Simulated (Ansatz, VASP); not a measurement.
One calculation of ZnS, two programs

File INCAR:

```
SYSTEM = ZnS
ALGO = Normal ; EDIFF = 1E-6
ENCUT = 520 ; GGA = PS
ISIF = 2 ; ISMEAR = 0
LASPH = .TRUE. ; LCHARG = .FALSE.
LREAL = .FALSE. ; LWAVE = .FALSE.
NBANDS = 26 ; NELM = 60
PREC = Accurate ; SIGMA = 0.05
```

The input KPOINTS:

```
k-points
0
G
  9 9 6
  0 0 0
```

POSCAR

```
ZnS
1.0
    3.7814465092      0.0000000000      0.0000000000
   -1.8907232546      3.2748287400      0.0000000000
    0.0000000000      0.0000000000      6.2087146531
Zn S
2 2
Direct
    0.3483722877      0.6967445754      0.0054424479
    0.6516277123      0.3032554246      0.5054424479
    0.3207558805      0.6415117609      0.3795575521
    0.6792441195      0.3584882391      0.8795575521
```

Input for Ansatz:

```yaml
crystal:
  lattice:
    - [3.7814465092, 0.0, 0.0]
    - [-1.8907232546, 3.27482874, 0.0]
    - [0.0, 0.0, 6.2087146531]
  atoms:
    - { symbol: Zn, position: [0.3483722877, 0.6967445754, 0.0054424479] }
    - { symbol: Zn, position: [0.6516277123, 0.3032554246, 0.5054424479] }
    - { symbol: S, position: [0.3207558805, 0.6415117609, 0.3795575521] }
    - { symbol: S, position: [0.6792441195, 0.3584882391, 0.8795575521] }
basis:
  ecutwfc: 520.0
kpoints:
  mp_grid: { grid: [9, 9, 6] }
hamiltonian:
  xc: pbesol
  pseudopotentials: { kind: paw }
scf:
  occupations: { method: gaussian, width: 0.05 }
output:
  forces: true
  stress: true
  eigenvalues: true
```

Change from the starting cell: mode 4 frozen in at +0.000 Å and mode 5 at +0.099 Å (largest displacements).

Alike in both runs: task single point; functional PBEsol; k mesh 9 × 9 × 6; occupations gaussian, width 0.05 eV; no spin polarisation.

```csv
,VASP,Ansatz
version,VASP 6.6.1,Ansatz 0.2.0
potentials or method,"VASP PAW PBE potentials, release 64 (Zn, S), cutoff 520 eV","scalar-relativistic, plane waves, PAW"
valence electrons in the cell,36,36
```

```tsv
	VASP	Ansatz	Ansatz less VASP
gap on the k mesh at the Fermi level (eV)	2.11	2.11	-0.005
least direct gap on the mesh (eV)	2.11	2.11	-0.005
pressure (GPa)	0.1	-0.1	-0.20
traceless stress, the component that is largest in VASP (GPa)	0.31	0.31	+0.001
rms of the force components (eV/Å)	0.054	0.055	+0.0006
```

VASP's potentials were made for PBE, not for PBEsol. Atom by atom the forces differ by 0.001 eV/Å (rms over components).
